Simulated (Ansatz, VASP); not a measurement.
GaP in VASP and in Ansatz

```
CELL_PARAMETERS angstrom
0.00000 2.72525 2.45273
2.72525 0.00000 2.45273
2.72525 2.72525 0.00000
ATOMIC_POSITIONS crystal
Ga 0.00000 0.00000 0.00000
P 0.75000 0.75000 0.75000
```

Change from the starting cell: strain -0.1000 x Voigt [0, 0, 1, 0, 0, 0], atoms carried along.

Alike in both runs: task single point; functional r2SCAN; k mesh 8 × 8 × 8; occupations gaussian, width 0.05 eV; no spin polarisation.

```csv
,VASP,Ansatz
version,VASP 6.6.1,Ansatz 0.2.0
potentials or method,"VASP PAW PBE potentials, release 64 (Ga_d, P), cutoff 520 eV","scalar-relativistic, plane waves, PAW"
valence electrons in the cell,18,18
```

|  | VASP | Ansatz | Ansatz less VASP |
| --- | --- | --- | --- |
| gap on the k mesh at the Fermi level (eV) | 0.65 | 0.65 | -0.005 |
| least direct gap on the mesh (eV) | 2.85 | 2.87 | +0.027 |
| pressure (GPa) | 11.3 | 11.3 | +0.02 |
| traceless stress, the component that is largest in VASP (GPa) | 4.54 | 4.51 | -0.035 |

VASP's potentials were made for PBE, not for r2SCAN.
